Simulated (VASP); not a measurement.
# ZrV (R-3m) in VASP: a series of runs

The runs below take ZrV through single point, relaxation of cell and atoms, with PBE.

Everything below comes from runs of VASP 6.6.1. Logs are shortened: lines on timing, memory, paths and dates and some standing lists are left out, and cuts for length are marked.

**1. The cell of the first run**

It takes space group R-3m (No. 166, trigonal). The conventional cell has a = 3.021 Å, b = 3.021 Å, c = 14.091 Å, α = 90.00°, β = 90.00°, γ = 120.00°. Within 3.9 Å of Zr (site symmetry -3m) lie 6 V at 2.93 Å and 6 Zr at 3.02 Å. V (site symmetry -3m) has 6 Zr at 2.93 Å and 6 V at 3.02 Å within 3.9 Å.

**2. Single point, PBE**

Contents of INCAR:

```
ALGO = Fast ; EDIFF = 1E-6
ENCUT = 520 ; GGA = PE
ISIF = 2 ; ISMEAR = 0
LASPH = True ; LCHARG = False
LREAL = False ; LWAVE = False
NBANDS = 20 ; NELM = 100
PREC = Accurate ; SIGMA = 0.1
```

Contents of KPOINTS:

```
k-points
0
Gamma
  6 6 6
```

Contents of POSCAR:

```
ZrV
1.0
    1.5102980489      0.8719709851      4.6970248371
   -1.5102980489      0.8719709851      4.6970248371
    0.0000000000     -1.7439419702      4.6970248371
Zr V
1 1
Direct
    0.0000000000      0.0000000000      0.0000000000
    0.5000000000      0.5000000000      0.5000000000
```

Potentials or basis: VASP PAW PBE potentials, release 64 (Zr_sv, V_sv).

Launch:

```sh
> cat potpaw_PBE.64/Zr_sv/POTCAR potpaw_PBE.64/V_sv/POTCAR > POTCAR
> mpirun -np 1 vasp_std > vasp.out
```

OUTCAR:

```text
EDIFF = 1E-6
   ENCUT = 520
   GGA = PE
   ISIF = 2
   ISMEAR = 0
   LASPH = True
   LREAL = False
   NELM = 100
   PREC = Accurate

 ion  position               nearest neighbor table
   1  0.000  0.000  0.000-   2 2.93   2 2.93   2 2.93   2 2.93   2 2.93   2 2.93
   2  0.500  0.500  0.500-   1 2.93   1 2.93   1 2.93   1 2.93   1 2.93   1 2.93

  LATTYP: Found a trigonal (rhomboedric) cell.
 ALAT       =     5.0103269270
 COS(alpha) =     0.8182714385

  Lattice vectors:

 A1 = (   1.5102980489,   0.8719709851,   4.6970248371)
 A2 = (  -1.5102980489,   0.8719709851,   4.6970248371)
 A3 = (   0.0000000000,  -1.7439419702,   4.6970248371)

Analysis of symmetry for initial positions (statically):
=====================================================================
 Subroutine PRICEL returns:
 Original cell was already a primitive cell.

 Routine SETGRP: Setting up the symmetry group for a
 trigonal (rhombohedral) supercell.

 Subroutine GETGRP returns: Found 12 space group operations
 (whereof 12 operations were pure point group operations)
 out of a pool of 12 trial point group operations.

The static configuration has the point symmetry D_3d.

Analysis of symmetry for dynamics (positions and initial velocities):
=====================================================================
 Subroutine PRICEL returns:
 Original cell was already a primitive cell.

 Routine SETGRP: Setting up the symmetry group for a
 trigonal (rhombohedral) supercell.

 Subroutine GETGRP returns: Found 12 space group operations
 (whereof 12 operations were pure point group operations)
 out of a pool of 12 trial point group operations.

The dynamic configuration has the point symmetry D_3d.

 Subroutine INISYM returns: Found 12 space group operations
 (whereof 12 operations are pure point group operations),
 and found     1 'primitive' translations

----------------------------------------------------------------------------------------

                                     Primitive cell

  volume of cell :      37.1141

  direct lattice vectors                    reciprocal lattice vectors
     1.510298049  0.871970985  4.697024837     0.331060482  0.191137858  0.070966909
    -1.510298049  0.871970985  4.697024837    -0.331060482  0.191137858  0.070966909
     0.000000000 -1.743941970  4.697024837     0.000000000 -0.382275717  0.070966909

  length of vectors
     5.010326927  5.010326927  5.010326927     0.388807183  0.388807183  0.388807183

  position of ions in fractional coordinates (direct lattice)
     0.000000000  0.000000000  0.000000000
     0.500000000  0.500000000  0.500000000

  ion indices of the primitive-cell ions
   primitive index   ion index
                 1           1
                 2           2

----------------------------------------------------------------------------------------

 KPOINTS: k-points

Automatic generation of k-mesh.
 Grid dimensions read from file:
 generate k-points for:    6    6    6

 Generating k-lattice:

  Cartesian coordinates                     Fractional coordinates (reciprocal lattice)
     0.055176747  0.031856310  0.011827818     0.166666667 -0.000000000  0.000000000
    -0.055176747  0.031856310  0.011827818    -0.000000000  0.166666667  0.000000000
     0.000000000 -0.063712619  0.011827818     0.000000000  0.000000000  0.166666667

  Length of vectors
     0.064801197  0.064801197  0.064801197

  Shift w.r.t. Gamma in fractional coordinates (k-lattice)
     0.000000000  0.000000000  0.000000000

 Subroutine IBZKPT returns following result:
 ===========================================

 Found     32 irreducible k-points:

 Following reciprocal coordinates:
            Coordinates               Weight
  0.000000  0.000000  0.000000      1.000000
  0.166667 -0.000000  0.000000      6.000000
  0.333333 -0.000000  0.000000      6.000000
  0.500000 -0.000000  0.000000      3.000000
  0.166667  0.166667  0.000000      6.000000
  0.333333  0.166667  0.000000     12.000000
[... 16 lines left out ...]
  0.500000  0.500000  0.166667      6.000000
 -0.333333  0.500000  0.166667     12.000000
 [... further k-points ...]
   k-points           NKPTS =     32   k-points in BZ     NKDIM =     32   number of bands    NBANDS=     20
   number of dos      NEDOS =    301   number of ions     NIONS =      2
   total plane-waves  NPLWV =  64000
   dimension x,y,z NGX =    40 NGY =   40 NGZ =   40
   dimension x,y,z NGXF=    80 NGYF=   80 NGZF=   80
   ions per type =               1   1
   NGX,Y,Z   is equivalent  to a cutoff of  13.27, 13.27, 13.27 a.u.
   NGXF,Y,Z  is equivalent  to a cutoff of  26.54, 26.54, 26.54 a.u.
 SYSTEM =  unknown system
   PREC   = accura    normal or accurate (medium, high low for compatibility)
   ISTART =      0    job   : 0-new  1-cont  2-samecut
   ICHARG =      2    charge: 1-file 2-atom 10-const
   ISPIN  =      1    spin polarized calculation?
   LNONCOLLINEAR =      F non collinear calculations
   LSORBIT =      F    spin-orbit coupling
   LASPH  =      T    aspherical Exc in radial PAW
   ENCUT  =  520.0 eV  38.22 Ry    6.18 a.u.   9.32  9.32  9.32*2*pi/ulx,y,z
   NELM   =    100;   NELMIN=  2; NELMDL= -5     # of ELM steps
   EDIFF  = 0.1E-05   stopping-criterion for ELM
   LREAL  =      F    real-space projection
   EDIFFG = 0.1E-04   stopping-criterion for IOM
   NSW    =      0    number of steps for IOM
   IBRION =     -1    ionic relax: 0-MD 1-quasi-New 2-CG
   NFREE  =      0    steps in history (QN), initial steepest desc. (CG)
   ISIF   =      2    stress and relaxation
   ISYM   =      2    0-nonsym 1-usesym 2-fastsym
   POTIM  = 0.5000    time-step for ionic-motion
   TEBEG  =    0.0;   TEEND  =   0.0 temperature during run
   PSTRESS=    0.0 pullay stress
   NELECT =      25.0000    total number of electrons
   NUPDOWN=      -1.0000    fix difference up-down
   EMIN   =  10.00;   EMAX   =-10.00  energy-range for DOS
   EFERMI =   0.00;   METHOD = LEGACY
   ISMEAR =     0;   SIGMA  =   0.10  broadening in eV -4-tet -1-fermi 0-gaus
   EFERMI_NEDOS =   21; number of points for ismear=-14 and -15
   IALGO  =     68    algorithm
   IMIX   =      4    mixing-type and parameters
     AMIX     =   0.40;   BMIX     =  1.00
     AMIX_MAG =   1.60;   BMIX_MAG =  1.00
  volume/ion in A,a.u.               =      18.56       125.23
  Fermi-wavevector in a.u.,A,eV,Ry     =   1.435077  2.711902 28.020468  2.059446
  Thomas-Fermi vector in A             =   2.554415
   LORBIT       =      0    0 simple, 1 ext, 2 COOP (PROOUT), +10 PAW based schemes
   GGA     = PE    functional components
   LHFCALC =     F    Hartree Fock is set to
   AEXX    =    0.0000 exact exchange contribution
   IVDW    =     0    specifies the selected vdW correction
   LEPSILON=     F    determine dielectric tensor
   LRPA    =     F    only Hartree local field effects (RPA)
 non-spin polarized calculation
 RMM-DIIS sequential band-by-band and
 Gauss-broadening in eV      SIGMA  =   0.10
  energy-cutoff  :      520.00
  volume of cell :       37.11
 maximum number of plane-waves:      1020
 NGX is ok and might be reduce to    40
   NGX = 19   NGY = 19   NGZ = 19

 number of electron      24.9999999 magnetization

 Free energy of the ion-electron system (eV)
  ---------------------------------------------------
  ext. energy  EPLUGINS =         0.00000000
  ---------------------------------------------------
  free energy    TOTEN  =       -16.70558093 eV

  energy without entropy =      -16.68986007  energy(sigma->0) =      -16.69772050

 E-fermi :   9.1034     XC(G=0): -11.7239

 val. band max:        9.0503035364   @ k =   0.3333  -0.0000   0.0000
 cond. band min:       9.1104291455   @ k =   0.3333   0.3333   0.3333
 fundamental gap:      0.0601256091
 Fermi energy:         9.1034131252

 k-point     1 :       0.0000    0.0000    0.0000
  band No.  band energies     occupation
      1     -55.0294      2.00000
      2     -39.2423      2.00000
      3     -28.8696      2.00000
      4     -28.7513      2.00000
      5     -28.7513      2.00000
      6     -17.3054      2.00000
[... 12 lines left out ...]
     19      14.1549      0.00000
     20      14.1549      0.00000

 k-point     2 :       0.1667   -0.0000    0.0000
  band No.  band energies     occupation
      1     -55.0227      2.00000
      2     -39.1958      2.00000
      3     -28.8601      2.00000
      4     -28.8025      2.00000
      5     -28.7637      2.00000
      6     -17.2614      2.00000
[... 12 lines left out ...]
     19      13.6615      0.00000
     20      15.3553      0.00000

 k-point     3 :       0.3333   -0.0000    0.0000
  band No.  band energies     occupation
      1     -55.0094      2.00000
      2     -39.1012      2.00000
      3     -28.9038      2.00000
      4     -28.8413      2.00000
      5     -28.7882      2.00000
      6     -17.6274      2.00000
[... 12 lines left out ...]
     19      13.9857      0.00000
     20      16.4172      0.00000

 k-point     4 :       0.5000   -0.0000    0.0000
  band No.  band energies     occupation
      1     -55.0027      2.00000
      2     -39.0531      2.00000
      3     -28.9540      2.00000
      4     -28.8319      2.00000
      5     -28.8005      2.00000
      6     -17.9246      2.00000
[... 12 lines left out ...]
     19      15.6072      0.00000
     20      16.5683      0.00000

 k-point     5 :       0.1667    0.1667    0.0000
  band No.  band energies     occupation
      1     -55.0227      2.00000
      2     -39.1959      2.00000
      3     -28.8596      2.00000
      4     -28.8026      2.00000
      5     -28.7637      2.00000
      6     -17.2632      2.00000
[... 12 lines left out ...]
     19      13.9766      0.00000
     20      14.8697      0.00000
[... 353 lines left out ...]
      6     -17.7624      2.00000
[... 12 lines left out ...]
     19      14.9393      0.00000
     20      15.7285      0.00000

 k-point    22 :      -0.1667    0.3333    0.1667
  band No.  band energies     occupation
      1     -55.0027      2.00000
      2     -39.0527      2.00000
      3     -28.9295      2.00000
      4     -28.8344      2.00000
      5     -28.8272      2.00000
      6     -17.7651      2.00000
[... 12 lines left out ...]
     19      15.5825      0.00000
     20      16.5233      0.00000

 k-point    23 :       0.5000    0.5000    0.1667
  band No.  band energies     occupation
      1     -55.0093      2.00000
      2     -39.1012      2.00000
      3     -28.9068      2.00000
      4     -28.8407      2.00000
      5     -28.7885      2.00000
      6     -17.6167      2.00000
[... 12 lines left out ...]
     19      13.6859      0.00000
     20      13.7396      0.00000

 k-point    24 :      -0.3333    0.5000    0.1667
  band No.  band energies     occupation
      1     -55.0027      2.00000
      2     -39.0527      2.00000
      3     -28.9314      2.00000
      4     -28.8341      2.00000
      5     -28.8269      2.00000
      6     -17.7581      2.00000
[... 12 lines left out ...]
     19      13.9282      0.00000
     20      15.9743      0.00000

 [... further k-points ...]
[... 5 lines left out ...]
  --------------------------------------------------------------------------------------
  -------------------------------------------------------------------------------------
  Total        0.0340497      0.0340497      0.0150651      0.0000000     -0.0000000      0.0000000
  in kB        1.4698925      1.4698925      0.6503451      0.0000000     -0.0000000      0.0000000
  external PRESSURE =       1.1967100 kB  Pullay stress =       0.0000000 kB

 VOLUME and BASIS-vectors are now :
 -----------------------------------------------------------------------------
  energy-cutoff  :      520.00
  volume of cell :       37.11
      direct lattice vectors                 reciprocal lattice vectors
     1.510298049  0.871970985  4.697024837     0.331060482  0.191137858  0.070966909
    -1.510298049  0.871970985  4.697024837    -0.331060482  0.191137858  0.070966909
     0.000000000 -1.743941970  4.697024837     0.000000000 -0.382275717  0.070966909

 POSITION                                       TOTAL-FORCE (eV/Angst)
 -----------------------------------------------------------------------------------
      0.00000      0.00000      0.00000         0.000000      0.000000     -0.000000
      0.00000      0.00000      7.04554         0.000000     -0.000000      0.000000
 -----------------------------------------------------------------------------------
    total drift:                               -0.000000      0.000000     -0.000000

  FREE ENERGIE OF THE ION-ELECTRON SYSTEM (eV)
  ---------------------------------------------------
  free  energy   TOTEN  =       -16.7055809313 eV

  energy  without entropy=      -16.6898600655  energy(sigma->0) =      -16.69772050
```

Run time: 5.4 min. Hardware: 1 thread of Intel Xeon 8259CL, shared host; peak memory 0.25 GiB.

Results:

```yaml
Free_energy: -16.7056 eV
Pressure: 0.1 GPa
Band_gap_on_the_k_mesh: zero (an odd number of electrons rules out a gap without spin polarisation)
```

Stress tensor (GPa, compression positive):
```
0.15 0.00 0.00
0.00 0.15 0.00
0.00 0.00 0.07
```

Caveat: the k points lie up to 0.41 Å⁻¹ apart, too coarse for converged energies and pressures of a metal.

**3. Relaxation of cell and atoms, PBE**

This run uses another cell than the first one, of 14.13 Å³/atom.

Contents of INCAR:

```
ALGO = Normal ; EDIFF = 1E-6
EDIFFG = -0.04 ; ENCUT = 600
GGA = PE ; IBRION = 2
ISIF = 3 ; ISMEAR = 0
LASPH = True ; LCHARG = False
LREAL = False ; LWAVE = False
NELM = 60 ; NSW = 90
PREC = Accurate ; SIGMA = 0.1
```

KPOINTS is that of step 2.

Contents of POSCAR:

```
ZrV
1.0
    1.3683469304      0.7900154686      4.3584383710
   -1.3683469304      0.7900154686      4.3584383710
    0.0000000000     -1.5800309373      4.3584383710
Zr V
1 1
Direct
    0.0000000000      0.0000000000      0.0000000000
    0.5000000000      0.5000000000      0.5000000000
```

Potentials or basis: VASP PAW PBE potentials, release 64 (Zr_sv, V_sv).

Launch:

```sh
> cat potpaw_PBE.64/Zr_sv/POTCAR potpaw_PBE.64/V_sv/POTCAR > POTCAR
> mpirun -np 1 vasp_std > vasp.out
```

Wall time 13 min (1 thread of Intel Xeon 8259CL, shared host); peak memory 0.25 GiB.

Results (log left out):

```
Free energy                           : -16.7010 eV
Relaxed volume                        : 18.54 Å³/atom
Relaxed cell                          : a = 5.009 Å, b = 5.009 Å, c = 5.009 Å, α = 35.09°, β = 35.09°, γ = 35.09°
Space group after relaxing (to 0.1 Å) : R-3m (No. 166)
Energy gained by relaxing             : 577.0 meV/atom
Ionic steps                           : 7
Pressure after relaxing               : 0.2 GPa
Band gap on the k mesh                : zero (an odd number of electrons rules out a gap without spin polarisation)
```

The path:
```tsv
step	energy change (eV)	largest force (eV/Å)	pressure (GPa)	volume (Å³)
1	0.0000	0.0000	51.05	28.27
2	-0.0034	0.0000	-20.46	50.99
3	-1.1459	0.0000	-1.64	37.65
4	-1.1486	0.0000	-0.35	37.22
5	-1.1487	0.0000	0.28	37.03
6	-1.1523	0.0000	0.23	37.06
7	-1.1540	0.0000	0.17	37.09
```

Final structure:
```
Zr V
1.0
     1.50987    0.87172    4.69611
    -1.50987    0.87172    4.69611
     0.00000   -1.74344    4.69611
Zr V
1 1
Cartesian
  0.0000 0.0000 0.0000
  0.0000 0.0000 7.0442
```

Levels at points of the mesh, in eV from the Fermi level:
| k point | band 9 | band 10 | band 11 | band 12 | band 13 | band 14 | band 15 | band 16 |
| --- | --- | --- | --- | --- | --- | --- | --- | --- |
| (0.00, 0.00, 0.00) | -5.98 | -2.98 | 0.11 | 0.11 | 0.32 | 0.32 | 0.82 | 1.60 |
| (0.50, 0.00, 0.00) | -2.59 | -1.75 | -1.73 | -0.84 | 0.03 | 0.35 | 0.87 | 2.13 |
| (0.50, 0.50, 0.00) | -3.27 | -3.08 | -2.11 | 0.05 | 0.66 | 0.80 | 2.12 | 2.95 |
| (0.50, 0.50, 0.50) | -4.10 | -3.98 | -0.22 | 0.20 | 0.36 | 0.36 | 1.25 | 1.25 |

Caveat: the k points lie up to 0.41 Å⁻¹ apart in the final cell, too coarse for converged energies and pressures of a metal; the volume moved by over 15 % at a fixed basis, so the end points are rough.

**4. Single point, PBE, collinear spin, ferromagnetic start**

This run uses another cell than the first one, of 14.13 Å³/atom.

Contents of INCAR:

```
SYSTEM = ZrV
PREC = Accurate
ENCUT = 520
EDIFF = 1E-6
ISMEAR = 0
SIGMA = 0.1
LREAL = .FALSE.
LASPH = .TRUE.
NELM = 150
ALGO = Normal
ISIF = 2
LWAVE = .FALSE.
LCHARG = .TRUE.
ISPIN = 2
MAGMOM = 0 2
LORBIT = 11
LMAXMIX = 4
GGA = PE
LELF = .TRUE.
LVHAR = .TRUE.
NBANDS = 24
```

Contents of KPOINTS:

```
Automatic mesh
0
G
  6 6 6
  0 0 0
```

POSCAR is that of step 3.

Launch:

```sh
> cat potpaw_PBE.64/Zr_sv/POTCAR potpaw_PBE.64/V_sv/POTCAR > POTCAR
> mpirun -np 1 vasp_std > vasp.out
```

Run time: 5.4 min. Hardware: 1 thread of Intel Xeon 8259CL, shared host; peak memory 0.26 GiB.

It converged, with:

```yaml
Free_energy: -15.5463 eV
Pressure: 51.1 GPa
Net_moment: 0.00 μB per cell
Valence_electrons_inside_the_program's_atomic_spheres: Zr 10.53; V 11.78
```

Stress tensor (GPa, compression positive):
```
50.45  0.00  0.00
 0.00 50.45  0.00
 0.00  0.00 52.35
```

Levels at points of the mesh, in eV from the Fermi level:
Spin up:
```
           k point  band 10  band 11  band 12  band 13  band 14  band 15
(0.00, 0.00, 0.00)    -3.76    -0.01    -0.01     0.27     0.27     0.62
(0.50, 0.00, 0.00)    -2.57    -2.48    -1.15     0.33     0.39     1.13
(0.50, 0.50, 0.00)    -4.19    -3.11    -0.08     0.37     1.66     3.02
(0.50, 0.50, 0.50)    -3.92    -0.25    -0.22     0.33     0.33     1.51
```
Spin down:
```tsv
k point	band 9	band 10	band 11	band 12	band 13	band 14	band 15	band 16
(0.00, 0.00, 0.00)	-6.42	-3.76	-0.01	-0.01	0.27	0.27	0.62	2.70
(0.50, 0.00, 0.00)	-3.48	-2.57	-2.47	-1.15	0.33	0.39	1.13	3.03
(0.50, 0.50, 0.00)	-4.58	-4.19	-3.11	-0.08	0.37	1.66	3.03	4.04
(0.50, 0.50, 0.50)	-4.28	-3.92	-0.25	-0.22	0.33	0.33	1.51	1.51
```

Caveat: the k points lie up to 0.45 Å⁻¹ apart.

**5. Summary**

| task | spin | cell | cutoff (eV) | gap on the mesh (eV) | pressure (GPa) |
| --- | --- | --- | --- | --- | --- |
| single point | off | a = 5.010 Å, angles 35.1°, 2 atoms | 520 | none | 0.1 |
| relaxation of cell and atoms | off | relaxed from a = 4.636 Å, angles 34.3°, 2 atoms | 600 | none | 0.2 |
| single point | collinear, ferromagnetic start | a = 4.636 Å, angles 34.3°, 2 atoms | 520 | none | 51.1 |

Alike in all rows: level PBE; potentials or basis VASP PAW PBE potentials, release 64 (Zr_sv, V_sv); k mesh 6 × 6 × 6; smearing gaussian 0.1 eV.

Caveats: all runs use coarse meshes; the volume moved by over 15 % at a fixed basis, so the end points are rough (at least some runs).

Absolute energies hang on the potentials; compare differences alone.
